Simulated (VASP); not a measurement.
Input of a VASP 6.6.1 run:

File INCAR:

```
SYSTEM = Cu
ALGO = Normal ; EDIFF = 1E-6
ENCUT = 520 ; GGA = PE
GGA_COMPAT = .FALSE. ; ISIF = 2
ISMEAR = 0 ; LASPH = .TRUE.
LCHARG = .TRUE. ; LELF = .TRUE.
LREAL = .FALSE. ; LVHAR = .TRUE.
LWAVE = .FALSE. ; NBANDS = 72
NELM = 120 ; NELMDL = -8
PREC = Accurate ; SIGMA = 0.1
```

File KPOINTS:

```
k-points
0
G
  15 15 1
  0 0 0
```

File POSCAR:

```
Cu
1.0
    2.5561910100      0.0000000000      0.0000000000
    0.0000000000      2.5561910100      0.0000000000
    0.0000000000      0.0000000000     32.0750000000
Cu
11
Direct
    0.0000000000      0.0000000000      0.2163459542
    0.5000000000      0.5000000000      0.2715441136
    0.0000000000      0.0000000000      0.3288268380
    0.5000000000      0.5000000000      0.3859643076
    0.0000000000      0.0000000000      0.4430170655
    0.5000000000      0.5000000000      0.5000000000
    0.0000000000      0.0000000000      0.5569829345
    0.5000000000      0.5000000000      0.6140356924
    0.0000000000      0.0000000000      0.6711731620
    0.5000000000      0.5000000000      0.7284558864
    0.0000000000      0.0000000000      0.7836540458
```

Potentials or basis: VASP PAW PBE potentials, release 64 (Cu).

Run with:

```sh
$ cat potpaw_PBE.64/Cu/POTCAR > POTCAR
$ mpirun -np 1 vasp_std > vasp.out
```

**Question.** Predict the largest force.

**Answer.** 0.028 eV/Å.

**Question.** Predict the band gap on the k mesh.

**Answer.** Zero (an odd number of electrons rules out a gap without spin polarisation).

Forces in eV/Å, atoms in the order of the input:
```
Cu   0.000  0.000 -0.028
Cu   0.000  0.000  0.003
Cu   0.000  0.000  0.001
Cu   0.000  0.000 -0.001
Cu   0.000  0.000  0.002
Cu   0.000  0.000  0.000
Cu   0.000  0.000 -0.002
Cu   0.000  0.000  0.001
Cu   0.000  0.000 -0.001
Cu   0.000  0.000 -0.003
Cu   0.000  0.000  0.028
```
